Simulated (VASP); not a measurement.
A run of VASP 6.6.1 is set up as follows.

File INCAR:

```
ALGO = Normal
EDIFF = 1E-7
EDIFFG = -0.01
ENCUT = 600
GGA = PE
GGA_COMPAT = F
IBRION = 2
ISIF = 4
ISMEAR = 0
IVDW = 13
LASPH = T
LCHARG = F
LREAL = F
LWAVE = F
NELM = 120
NELMIN = 4
NSW = 60
PREC = Accurate
SIGMA = 0.05
```

File KPOINTS:

```
k-points
0
Gamma
  6 6 4
```

The input POSCAR:

```
Mg3Sb2
1.0
    4.5082380323      0.0000000000      0.0000000000
   -2.2541190162      3.9042486622      0.0000000000
    0.0000000000      0.0000000000      7.1126128429
Sb Mg
2 3
Direct
    0.3333333333      0.6666666667      0.2238061657
    0.6666666667      0.3333333333      0.7761938343
    0.0000000000      0.0000000000      0.0000000000
    0.3333333333      0.6666666667      0.6321504477
    0.6666666667      0.3333333333      0.3678495523
```

Potentials or basis: VASP PAW PBE potentials, release 64 (Sb, Mg).

The run is started by

```console
$ cat potpaw_PBE.64/Sb/POTCAR potpaw_PBE.64/Mg/POTCAR > POTCAR
$ mpirun -np 1 vasp_std > vasp.out
```

(1) What does it give for the band gap on the k mesh?

(2) Estimate the dispersion energy per atom.

Results:

(1) 0.16 eV (least direct gap 1.22 eV).

(2) -0.297 eV.

Caveat: semilocal functionals underestimate gaps, and a narrow one can read as zero; spin-orbit coupling is left out, which moves the levels of the heavy elements.
